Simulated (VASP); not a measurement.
# Al2InN3 in VASP: a series of runs, part 2 of 2

VASP 6.6.1. The steps go on from the part before.

### Step 4. Single point, PBE

File INCAR:

```
SYSTEM = Al2InN3
ALGO = Normal
EDIFF = 1E-6
ENCUT = 600
GGA = PE
GGA_COMPAT = .False.
ISIF = 2
ISMEAR = 0
LASPH = .True.
LCHARG = .False.
LREAL = .False.
LWAVE = .False.
NBANDS = 46
NELM = 120
PREC = Accurate
SIGMA = 0.1
```

File KPOINTS:

```
k-points
0
Gamma
  4 4 4
  0 0 0
```

File POSCAR:

```
Al2InN3
1.0
    0.0016934093      0.0034239741     -5.2483955373
    0.0000616220      5.6565544193     -0.0036793840
    4.9183497910     -2.8282264972      0.0002631973
Al In N
4 2 6
Direct
    0.4996145060      0.4915207396      0.6567302494
    0.4996112711      0.8348138298      0.3433052112
    0.9996145229      0.5085582267      0.3433105799
    0.9996204550      0.1652734916      0.6567255474
    0.5044517951      0.1778195410      0.0000454669
    0.0044639314      0.8223718344      0.0000469259
    0.6355130272      0.5364035354      0.3701847700
    0.6355313155      0.1661674915      0.6297488362
    0.5852503023      0.7981630431      0.9999716945
    0.0852627493      0.2018019346     -0.0000207112
    0.1355413414      0.4634705217      0.6297939985
    0.1355247830      0.8336358108      0.3701574312
```

Potentials or basis: VASP PAW PBE potentials, release 64 (Al, In_d, N).

Command:

```sh
$ cat potpaw_PBE.64/Al/POTCAR potpaw_PBE.64/In_d/POTCAR potpaw_PBE.64/N/POTCAR > POTCAR
$ mpirun -np 1 vasp_std > vasp.out
```

OUTCAR:

```text
SYSTEM = Al2InN3
   EDIFF = 1E-6
   ENCUT = 600
   GGA = PE
   ISIF = 2
   ISMEAR = 0
   LASPH = .True.
   LREAL = .False.
   NELM = 120
   PREC = Accurate

 ion  position               nearest neighbor table
   1  0.500  0.492  0.657-   7 1.90   8 1.91   9 1.91  11 1.92   3 3.20   3 3.20   4 3.21   4 3.21
                             2 3.22   2 3.22   5 3.22   6 3.23   5 3.23   6 3.27   5 3.37
   2  0.500  0.835  0.343-   8 1.91   7 1.91   9 1.91  12 1.92   4 3.20   4 3.20   3 3.21   3 3.21
                             1 3.22   1 3.22   5 3.22   6 3.23   5 3.23   6 3.27   5 3.37
   3  1.000  0.509  0.343-  11 1.90  10 1.91  12 1.91   7 1.92   1 3.20   1 3.20   2 3.21   2 3.21
                             4 3.22   4 3.22   6 3.22   5 3.23   6 3.23   5 3.27   6 3.36
   4  1.000  0.165  0.657-  12 1.90  10 1.91  11 1.91   8 1.92   2 3.20   2 3.20   1 3.21   1 3.21
                             3 3.22   3 3.22   6 3.22   5 3.23   6 3.23   5 3.27   6 3.37
   5  0.504  0.178  0.000-   8 2.18   7 2.18   9 2.19  10 2.20   2 3.22   1 3.22   4 3.23   3 3.23
                             1 3.23   2 3.23   3 3.27   4 3.27   6 3.30   6 3.31   2 3.37   1 3.37
   6  0.004  0.822  0.000-  11 2.18  12 2.18  10 2.19   9 2.20   3 3.22   4 3.22   1 3.23   2 3.23
                             4 3.23   3 3.23   2 3.27   1 3.27   5 3.30   5 3.31   3 3.36   4 3.37
   7  0.636  0.536  0.370-   1 1.90   2 1.91   3 1.92   5 2.18
   8  0.636  0.166  0.630-   2 1.91   1 1.91   4 1.92   5 2.18
   9  0.585  0.798  1.000-   2 1.91   1 1.91   5 2.19   6 2.20
[... 1403 lines left out ...]
  -------------------------------------------------------------------------------------
  Total       -0.2433002     -0.2379032     -0.1630420     -0.0017003      0.1037386      0.0499893
  in kB       -2.6696399     -2.6104200     -1.7889974     -0.0186567      1.1382837      0.5485138
  external PRESSURE =      -2.3563525 kB  Pullay stress =       0.0000000 kB

 VOLUME and BASIS-vectors are now :
 -----------------------------------------------------------------------------
  energy-cutoff  :      600.00
  volume of cell :      146.02
      direct lattice vectors                 reciprocal lattice vectors
     0.001693409  0.003423974 -5.248395537    -0.000061071 -0.000123935 -0.190534521
     0.000061622  5.656554419 -0.003679384     0.101657702  0.176785054  0.000148132
     4.918349791 -2.828226497  0.000263197     0.203318975 -0.000002172  0.000065600

 POSITION                                       TOTAL-FORCE (eV/Angst)
 -----------------------------------------------------------------------------------
      3.23091      0.92464     -2.62381         0.000822     -0.000318     -0.000201
      1.68939      3.75294     -2.62514        -0.001473     -0.000156     -0.000259
      1.69025      1.90915     -5.24815        -0.001503      0.000255      0.000063
      3.23171     -0.91907     -5.24684         0.001189      0.000112      0.000360
      0.00109      1.00744     -2.64822         0.000086      0.005480     -0.000106
      0.00029      4.65167     -0.02645         0.000008     -0.005354      0.000250
      1.82181      1.98941     -3.33730         0.030076      0.016786     -0.009846
      3.09841     -0.83896     -3.33597        -0.029590      0.017138     -0.009483
      4.91925      1.68871     -3.07430         0.000226     -0.028318      0.019067
      4.91840     -1.68637     -0.44797         0.000056      0.028461      0.019245
      3.09781      0.84091     -0.71291        -0.029544     -0.017021     -0.009388
      1.82084      3.66908     -0.71426         0.029646     -0.017065     -0.009702
 -----------------------------------------------------------------------------------
    total drift:                                0.000134      0.000020      0.001393

  FREE ENERGIE OF THE ION-ELECTRON SYSTEM (eV)
  ---------------------------------------------------
  free  energy   TOTEN  =       -80.8409543210 eV

  energy  without entropy=      -80.8409543210  energy(sigma->0) =      -80.84095432
```

stdout:

```text
POSCAR found type information on POSCAR AlInN
 POSCAR found :  3 types and      12 ions
 scaLAPACK will be used
 LDA part: xc-table for (Slater+PW92), standard interpolation
 POSCAR, INCAR and KPOINTS ok, starting setup
 FFT: planning ... GRIDC
 FFT: planning ... GRID_SOFT
 FFT: planning ... GRID
 WAVECAR not read
 entering main loop
```

Wall time 6.4 min (1 thread of Oxide Virtual Turin-like, shared host); peak memory 0.4 GiB.

Results:

| Quantity | Value |
| --- | --- |
| Free energy | -80.8410 eV |
| Pressure | -0.2 GPa |
| Largest force | 0.036 eV/Å |
| Band gap on the k mesh | 2.16 eV |

Forces on the atoms (eV/Å):
```
Al   0.001  0.000  0.000
Al  -0.001  0.000  0.000
Al  -0.002  0.000  0.000
Al   0.001  0.000  0.000
In   0.000  0.005  0.000
In   0.000 -0.005  0.000
N    0.030  0.017 -0.010
N   -0.030  0.017 -0.009
N    0.000 -0.028  0.019
N    0.000  0.028  0.019
N   -0.030 -0.017 -0.009
N    0.030 -0.017 -0.010
```

Caveat: spin-orbit coupling is left out, which moves the levels of the heavy elements.

### Step 5. The runs side by side

| task | cell | k mesh | smearing | gap on the mesh (eV) | pressure (GPa) | largest force (eV/Å) |
| --- | --- | --- | --- | --- | --- | --- |
| relaxation of cell and atoms | relaxed from a = 5.676, b = 5.676, c = 5.251 Å, angles 90.0, 90.0, 59.8°, 12 atoms, atomic positions A | 6 × 6 × 6 | gaussian 0.02 eV | 2.17 | 0.0 | 0.01 |
| single point | a = 5.250, b = 5.655, c = 5.672 Å, angles 119.9, 90.0, 90.0°, 12 atoms, atomic positions B | 4 × 4 × 4 | gaussian 0.1 eV | 2.16 | -0.2 | 0.04 |
| single point | a = 5.248, b = 5.657, c = 5.674 Å, angles 119.9, 90.0, 89.9°, 12 atoms, atomic positions C | 4 × 4 × 4 | gaussian 0.1 eV | 2.16 | -0.2 | 0.04 |

Alike in all rows: level PBE; potentials or basis VASP PAW PBE potentials, release 64 (Al, In_d, N); no spin polarisation; cutoff (eV) 600.

Caveats: spin-orbit coupling is left out, which moves the levels of the heavy elements.

Total energies depend on the potentials used, so only differences within one code and one set of settings carry meaning.
